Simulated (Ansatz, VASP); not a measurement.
# AlP: VASP beside Ansatz

```
Al P
1.0
     0.00000    2.76665    2.76665
     2.76665    0.00000    2.76665
     2.76665    2.76665    0.00000
Al P
1 1
Direct
  0.00000 0.00000 0.00000
  0.25000 0.25000 0.25000
```

Change from the starting cell: hydrostatic strain +1.0%.

Alike in both runs: task single point; functional PBE; k mesh 8 × 8 × 8; occupations fermi-dirac, width 0.02 eV; no spin polarisation.

```csv
,VASP,Ansatz
version,VASP 6.6.1,Ansatz 0.2.0
potentials or method,"VASP PAW PBE potentials, release 64 (Al, P)","plane waves, PAW"
plane-wave cutoff (eV),500,420
valence electrons in the cell,8,8
```

```tsv
	VASP	Ansatz	Ansatz less VASP
gap on the k mesh at the Fermi level (eV)	1.66	1.66	+0.002
pressure (GPa)	-1.2	-1.1	+0.09
```
